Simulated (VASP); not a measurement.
# Al4Cr (Cm) in VASP: single point with PBE

Aim: the single point of Al4Cr with PBE.

Everything below comes from runs of VASP 6.6.1. Logs are shortened: lines on timing, memory, paths and dates and some standing lists are left out, and cuts for length are marked.

### 1 The cell of the first run

It takes space group Cm (No. 8, monoclinic). Conventional cell: a = 5.181 Å, b = 17.493 Å, c = 5.134 Å, α = 90.00°, β = 100.36°, γ = 90.00°. Cr (site symmetry 1) has 11 Al at 2.48 to 2.81 Å and 1 Cr at 3.30 Å within 3.3 Å. Within 3.3 Å of Cr (site symmetry m) lie 10 Al at 2.49 to 2.81 Å and 2 Cr at 3.30 Å. Al (site symmetry m) has 4 Cr at 2.61 to 2.81 Å and 11 Al at 2.67 to 3.53 Å within 3.6 Å. Al (site symmetry m) has 4 Cr at 2.62 to 2.80 Å and 11 Al at 2.66 to 3.53 Å within 3.6 Å. Within 3.6 Å of Al (site symmetry 1) lie 3 Cr at 2.58 to 2.74 Å and 11 Al at 2.67 to 3.59 Å. Within 3.4 Å of Al (site symmetry 1) lie 3 Cr at 2.61 to 2.75 Å and 10 Al at 2.66 to 3.29 Å. Al (site symmetry 1) has 2 Cr at 2.48 to 2.49 Å and 10 Al at 2.68 to 3.12 Å within 3.3 Å. Al (site symmetry 1) has 15 Al at 2.63 to 4.10 Å and 3 Cr at 2.65 to 4.15 Å within 4.2 Å.

### 2 Single point, PBE

File INCAR:

```
SYSTEM = Al4Cr
  PREC = Accurate
  ENCUT = 520
  EDIFF = 1E-7
  ISMEAR = -1
  SIGMA = 0.1
  LREAL = Auto
  LASPH = .TRUE.
  NELM = 80
  ALGO = Normal
  ISIF = 2
  LWAVE = .FALSE.
  LCHARG = .FALSE.
  GGA = PE
  NBANDS = 49
```

File KPOINTS:

```
Automatic mesh
0
G
  5 5 4
  0 0 0
```

File POSCAR:

```
Al4Cr
1.0
    5.1809890000      0.0000000000      0.0000000000
    2.5904950000     -8.7463230000      0.0000000000
    0.9230130000      0.0000000000     -5.0504250000
Cr Al
3 12
Direct
    0.2885500000      0.2735000000      0.1911000000
    0.5620500000      0.7265000000      0.1911000000
    0.7728000000      0.0000000000      0.8505000000
    0.2655000000      0.0000000000      0.0048000000
    0.6177000000      0.0000000000      0.3647000000
    0.8149000000      0.2366000000      0.0771000000
    0.0515000000      0.7634000000      0.0771000000
    0.4526000000      0.2454000000      0.6757000000
    0.6980000000      0.7546000000      0.6757000000
    0.0236000000      0.1530000000      0.5442000000
    0.1766000000      0.8470000000      0.5442000000
    0.8379000000      0.4672000000      0.4379000000
    0.3051000000      0.5328000000      0.4379000000
    0.9929000000      0.4924000000      0.9240000000
    0.4853000000      0.5076000000      0.9240000000
```

Potentials or basis: VASP PAW PBE potentials, release 64 (Cr_pv, Al).

Started as:

```sh
$ cat potpaw_PBE.64/Cr_pv/POTCAR potpaw_PBE.64/Al/POTCAR > POTCAR
$ mpirun -np 1 vasp_std > vasp.out
```

OUTCAR:

```text
SYSTEM = Al4Cr
   PREC = Accurate
   ENCUT = 520
   EDIFF = 1E-7
   ISMEAR = -1
   LREAL = Auto
   LASPH = .TRUE.
   NELM = 80
   ISIF = 2
   GGA = PE

 ion  position               nearest neighbor table
   1  0.289  0.273  0.191-  10 2.48   6 2.61   8 2.63  14 2.64  12 2.65   6 2.74   8 2.75   4 2.76
                            13 2.77   5 2.80  15 2.81
   2  0.562  0.727  0.191-  11 2.48   7 2.61   9 2.63  15 2.64  13 2.65   7 2.74   9 2.75   4 2.76
                            12 2.77   5 2.80  14 2.81
   3  0.773  0.000  0.850-  11 2.49  10 2.49   7 2.58   6 2.58   4 2.61   8 2.61   9 2.61   5 2.62
                             5 2.75   4 2.81
   4  0.266  0.000  0.005-   3 2.61   6 2.67   7 2.67   2 2.76   1 2.76   3 2.81   5 2.82  10 2.97
                            11 2.97   9 3.01   8 3.01  10 3.06  11 3.06
   5  0.618  0.000  0.365-   3 2.62   9 2.66   8 2.66   3 2.75   1 2.80   2 2.80   4 2.82   7 2.88
                             6 2.88  10 2.99  11 2.99  11 3.12  10 3.12
   6  0.815  0.237  0.077-   3 2.58   1 2.61   4 2.67   1 2.74  15 2.74  14 2.77  10 2.79  10 2.81
                             5 2.88  12 2.91   8 3.01   8 3.29
   7  0.051  0.763  0.077-   3 2.58   2 2.61   4 2.67   2 2.74  14 2.74  15 2.77  11 2.79  11 2.81
                             5 2.88  13 2.91   9 3.01   9 3.29
   8  0.453  0.245  0.676-   3 2.61   1 2.63   5 2.66   1 2.75  10 2.79  13 2.80  10 2.80  15 2.83
                            14 2.92   4 3.01   6 3.01  12 3.28   6 3.29
   9  0.698  0.755  0.676-   3 2.61   2 2.63   5 2.66   2 2.75  11 2.79  12 2.80  11 2.80  14 2.83
                            15 2.92   4 3.01   7 3.01  13 3.28   7 3.29
  10  0.024  0.153  0.544-   1 2.48   3 2.49  11 2.68   8 2.79   6 2.79   8 2.80  12 2.81   6 2.81
                             4 2.97   5 2.99   4 3.06   5 3.12
  11  0.177  0.847  0.544-   2 2.48   3 2.49  10 2.68   9 2.79   7 2.79   9 2.80  13 2.81   7 2.81
                             4 2.97   5 2.99   4 3.06   5 3.12
  12  0.838  0.467  0.438-  14 2.63   1 2.65  13 2.65  13 2.65   2 2.77  15 2.79  14 2.79   9 2.80
                            10 2.81   6 2.91   8 3.28
  13  0.305  0.533  0.438-  15 2.63   2 2.65  12 2.65  12 2.65   1 2.77  14 2.79  15 2.79   8 2.80
                            11 2.81   7 2.91   9 3.28
  14  0.993  0.492  0.924-  15 2.59  15 2.59  12 2.63   1 2.64   7 2.74   6 2.77  13 2.79  12 2.79
                             2 2.81   9 2.83   8 2.92
  15  0.485  0.508  0.924-  14 2.59  14 2.59  13 2.63   2 2.64   6 2.74   7 2.77  12 2.79  13 2.79
                             1 2.81   8 2.83   9 2.92

  LATTYP: Found a base centered monoclinic cell.
 ALAT       =     5.1809890000
 B/A-ratio  =     3.3763140590
 C/A-ratio  =     0.9909453400
 COS(beta)  =    -0.1797816856

  Lattice vectors:

 A1 = (  -2.5904940000,  -8.7463230000,   0.0000000000)
 A2 = (  -2.5904950000,   8.7463230000,   0.0000000000)
 A3 = (   0.9230130000,   0.0000000000,  -5.0504250000)

Analysis of symmetry for initial positions (statically):
=====================================================================
 Subroutine PRICEL returns:
 Original cell was already a primitive cell.

 Routine SETGRP: Setting up the symmetry group for a
 base centered monoclinic supercell.

 Subroutine GETGRP returns: Found  2 space group operations
 (whereof  2 operations were pure point group operations)
 out of a pool of  4 trial point group operations.

The static configuration has the point symmetry C_1h.

Analysis of symmetry for dynamics (positions and initial velocities):
=====================================================================
 Subroutine PRICEL returns:
 Original cell was already a primitive cell.

 Routine SETGRP: Setting up the symmetry group for a
 base centered monoclinic supercell.

 Subroutine GETGRP returns: Found  2 space group operations
 (whereof  2 operations were pure point group operations)
 out of a pool of  4 trial point group operations.

The dynamic configuration has the point symmetry C_1h.

 Subroutine INISYM returns: Found  2 space group operations
 (whereof  2 operations are pure point group operations),
 and found     1 'primitive' translations

----------------------------------------------------------------------------------------

                                     Primitive cell

  volume of cell :     228.8580

  direct lattice vectors                    reciprocal lattice vectors
     5.180989000  0.000000000  0.000000000     0.193013342  0.057166891  0.035275016
     2.590495000 -8.746323000  0.000000000     0.000000000 -0.114333761  0.000000000
[... 62 lines left out ...]
 ===========================================

 Found     33 irreducible k-points:

 Following reciprocal coordinates:
            Coordinates               Weight
  0.000000  0.000000  0.000000      1.000000
  0.200000 -0.000000 -0.000000      4.000000
  0.400000 -0.000000  0.000000      4.000000
  0.000000  0.200000  0.000000      2.000000
  0.400000  0.200000  0.000000      2.000000
 -0.400000  0.200000 -0.000000      4.000000
[... 16 lines left out ...]
  0.400000 -0.400000  0.250000      4.000000
 -0.400000 -0.200000  0.250000      2.000000
 [... further k-points ...]
   k-points           NKPTS =     33   k-points in BZ     NKDIM =     33   number of bands    NBANDS=     49
   number of dos      NEDOS =    301   number of ions     NIONS =     15
   total plane-waves  NPLWV = 112000
   dimension x,y,z NGX =    40 NGY =   70 NGZ =   40
   dimension x,y,z NGXF=    80 NGYF=  140 NGZF=   80
   ions per type =               3  12
   NGX,Y,Z   is equivalent  to a cutoff of  12.84, 12.76, 12.95 a.u.
   NGXF,Y,Z  is equivalent  to a cutoff of  25.67, 25.51, 25.90 a.u.
 SYSTEM =  Al4Cr
   PREC   = accura    normal or accurate (medium, high low for compatibility)
   ISTART =      0    job   : 0-new  1-cont  2-samecut
   ICHARG =      2    charge: 1-file 2-atom 10-const
   ISPIN  =      1    spin polarized calculation?
   LNONCOLLINEAR =      F non collinear calculations
   LSORBIT =      F    spin-orbit coupling
   LASPH  =      T    aspherical Exc in radial PAW
   ENCUT  =  520.0 eV  38.22 Ry    6.18 a.u.   9.63 16.96  9.55*2*pi/ulx,y,z
   NELM   =     80;   NELMIN=  2; NELMDL= -5     # of ELM steps
   EDIFF  = 0.1E-06   stopping-criterion for ELM
   LREAL  =      T    real-space projection
   EDIFFG = 0.1E-05   stopping-criterion for IOM
   NSW    =      0    number of steps for IOM
   IBRION =     -1    ionic relax: 0-MD 1-quasi-New 2-CG
   NFREE  =      0    steps in history (QN), initial steepest desc. (CG)
   ISIF   =      2    stress and relaxation
   ISYM   =      2    0-nonsym 1-usesym 2-fastsym
   POTIM  = 0.5000    time-step for ionic-motion
   TEBEG  =    0.0;   TEEND  =   0.0 temperature during run
   PSTRESS=    0.0 pullay stress
   NELECT =      72.0000    total number of electrons
   NUPDOWN=      -1.0000    fix difference up-down
   EMIN   =  10.00;   EMAX   =-10.00  energy-range for DOS
   EFERMI =   0.00;   METHOD = LEGACY
   ISMEAR =    -1;   SIGMA  =   0.10  broadening in eV -4-tet -1-fermi 0-gaus
   EFERMI_NEDOS =   21; number of points for ismear=-14 and -15
   IALGO  =     38    algorithm
   IMIX   =      4    mixing-type and parameters
     AMIX     =   0.40;   BMIX     =  1.00
     AMIX_MAG =   1.60;   BMIX_MAG =  1.00
  volume/ion in A,a.u.               =      15.26       102.96
  Fermi-wavevector in a.u.,A,eV,Ry     =   1.113432  2.104081 16.867556  1.239730
  Thomas-Fermi vector in A             =   2.250017
   LORBIT       =      0    0 simple, 1 ext, 2 COOP (PROOUT), +10 PAW based schemes
   GGA     = PE    functional components
   LHFCALC =     F    Hartree Fock is set to
   AEXX    =    0.0000 exact exchange contribution
   IVDW    =     0    specifies the selected vdW correction
   LEPSILON=     F    determine dielectric tensor
   LRPA    =     F    only Hartree local field effects (RPA)
 non-spin polarized calculation
  energy-cutoff  :      520.00
  volume of cell :      228.86
 maximum number of plane-waves:      6190
   NGX = 19   NGY = 33   NGZ = 19

 number of electron      72.0000005 magnetization

 Free energy of the ion-electron system (eV)
  ---------------------------------------------------
  ext. energy  EPLUGINS =         0.00000000
  ---------------------------------------------------
  free energy    TOTEN  =       -75.69955193 eV

  energy without entropy =      -75.49110416  energy(sigma->0) =      -75.59532805

 E-fermi :   8.1823     XC(G=0): -10.7663

 val. band max:        8.1751846589   @ k =   0.4000  -0.0000   0.5000
 cond. band min:       8.1895586373   @ k =   0.4000   0.2000   0.5000
 fundamental gap:      0.0143739784
 Fermi energy:         8.1823493506

 k-point     1 :       0.0000    0.0000    0.0000
  band No.  band energies     occupation
      1     -34.2960      2.00000
      2     -34.2950      2.00000
      3     -34.2768      2.00000
      4     -34.2520      2.00000
      5     -34.2497      2.00000
      6     -34.2221      2.00000
[... 1213 lines left out ...]
     47      11.1093      0.00000
     48      11.1559      0.00000

 [... further k-points ...]

 [bands above 48 left out]

------------------------ aborting loop because EDIFF is reached ----------------------------------------

  FORCE on cell =-STRESS in cart. coord.  units (eV):
  Direction    XX          YY          ZZ          XY          YZ          ZX
  --------------------------------------------------------------------------------------
  -------------------------------------------------------------------------------------
  Total       -2.9902905     -2.9489654     -2.6133910      0.0000002      0.0000000      0.0954636
  in kB      -20.9342715    -20.6449648    -18.2956928      0.0000012      0.0000000      0.6683168
  external PRESSURE =     -19.9583097 kB  Pullay stress =       0.0000000 kB

 VOLUME and BASIS-vectors are now :
 -----------------------------------------------------------------------------
  energy-cutoff  :      520.00
  volume of cell :      228.86
      direct lattice vectors                 reciprocal lattice vectors
     5.180989000  0.000000000  0.000000000     0.193013342  0.057166891  0.035275016
     2.590495000 -8.746323000  0.000000000     0.000000000 -0.114333761  0.000000000
     0.923013000  0.000000000 -5.050425000     0.000000000  0.000000000 -0.198003138

 POSITION                                       TOTAL-FORCE (eV/Angst)
 -----------------------------------------------------------------------------------
      2.37986     -2.39212     -0.96514        -0.042873     -0.056056     -0.060891
      4.97036     -6.35420     -0.96514        -0.042873      0.056056     -0.060891
      4.78889      0.00000     -4.29539         0.086064     -0.000000      0.077307
      1.37998      0.00000     -0.02424         0.058693     -0.000000     -0.025794
      3.53692      0.00000     -1.84189        -0.040476     -0.000000      0.090265
      4.90606     -2.06938     -0.38939        -0.061999      0.173108     -0.014354
      2.31557     -6.67694     -0.38939        -0.061999     -0.173108     -0.014354
      3.60430     -2.14635     -3.41257         0.000112      0.086967     -0.016815
      6.19480     -6.59998     -3.41257         0.000112     -0.086967     -0.016815
      1.02092     -1.33819     -2.74844         0.038442      0.030059      0.056689
      3.61142     -7.40814     -2.74844         0.038442     -0.030059      0.056689
      5.95562     -4.08628     -2.21158         0.026942     -0.065158      0.164198
      3.36512     -4.66004     -2.21158         0.026942      0.065158      0.164198
      7.27263     -4.30669     -4.66659        -0.012765     -0.128017     -0.199715
      4.68213     -4.43963     -4.66659        -0.012765      0.128017     -0.199715
 -----------------------------------------------------------------------------------
    total drift:                                0.001468     -0.000018      0.000525

  FREE ENERGIE OF THE ION-ELECTRON SYSTEM (eV)
  ---------------------------------------------------
  free  energy   TOTEN  =       -75.6995519344 eV

  energy  without entropy=      -75.4911041626  energy(sigma->0) =      -75.59532805
```

It took 12 min on 1 thread of Intel Xeon Platinum 8488C (Sapphire Rapids), shared host; peak memory 0.44 GiB.

What came out:

- Free energy: -75.6996 eV
- Pressure: -2.0 GPa
- Largest force: 0.238 eV/Å
- Band gap on the k mesh: zero (bands 36 and 37 overlap by 0.37 eV)

Forces in eV/Å, atoms in the order of the input:
```
Cr  -0.043 -0.056 -0.061
Cr  -0.043  0.056 -0.061
Cr   0.086  0.000  0.077
Al   0.059  0.000 -0.026
Al  -0.040  0.000  0.090
Al  -0.062  0.173 -0.014
Al  -0.062 -0.173 -0.014
Al   0.000  0.087 -0.017
Al   0.000 -0.087 -0.017
Al   0.038  0.030  0.057
Al   0.038 -0.030  0.057
Al   0.027 -0.065  0.164
Al   0.027  0.065  0.164
Al  -0.013 -0.128 -0.200
Al  -0.013  0.128 -0.200
```

Caveat: the run has no spin polarisation, though such a crystal can be magnetic.
